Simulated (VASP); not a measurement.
Set up this calculation in VASP 6.6.1, as the native input.

* Task: single point
* Functional: PBE
* Potentials or basis: VASP PAW PBE potentials, release 64 (Si, C)
* Cutoff: 520 eV
* k mesh: 6 × 6 × 4
* Occupations: gaussian, width 0.1 eV
* Spin: collinear spin
* Starting moments: [0.0, 1.0, 1.0, 1.0, 1.0, 1.0] μB
* Dipole correction: no
* Further INCAR settings: ALGO = Normal; EDIFF = 1e-06; NBANDS = 25

The structure of SiC5 lies in POSCAR:

```
SiC5
1.0
    4.5911199300      0.0000000000      0.0000000000
   -2.2955599600      3.9760264900      0.0000000000
    0.0000000000      0.0000000000      4.3423270400
Si C
1 5
Direct
    0.0000000000      0.0000000000      0.5000000000
    0.0000000000      0.6666666700      0.0000000000
    0.6666666700      0.0000000000      0.0000000000
    0.3333333300      0.3333333300      0.0000000000
    0.3333333300      0.6666666700      0.5000000000
    0.6666666700      0.3333333300      0.5000000000
```

These files were run (other wordings do the same):

INCAR

```
SYSTEM = SiC5
  PREC = Accurate
  ENCUT = 520
  EDIFF = 1E-6
  ISMEAR = 0
  SIGMA = 0.1
  LREAL = .False.
  LASPH = .True.
  NELM = 150
  ALGO = Normal
  ISIF = 2
  LWAVE = .False.
  LCHARG = .False.
  ISPIN = 2
  MAGMOM = 0 1 1 1 1 1
  LORBIT = 11
  GGA = PE
  NBANDS = 25
```

KPOINTS

```
Automatic mesh
0
Gamma
  6 6 4
  0 0 0
```

Potentials or basis: VASP PAW PBE potentials, release 64 (Si, C).

The run is started by

```sh
$ cat potpaw_PBE.64/Si/POTCAR potpaw_PBE.64/C/POTCAR > POTCAR
$ mpirun -np 1 vasp_std > vasp.out
```

Results of the run:

* Pressure: -28.6 GPa
* Largest force: 0.086 eV/Å
* Band gap on the k mesh: zero (filled and empty bands overlap)
* Net moment: 0.00 μB per cell
* Valence electrons inside the program's atomic spheres: Si 1.35; C 1.97, 1.98 (each value once)

Caveat: the k points lie up to 0.36 Å⁻¹ apart, too coarse for converged energies and pressures of a metal.

Wall time 100 s on 1 thread of Intel Xeon 8259CL (shared host), peak memory 0.25 GiB.
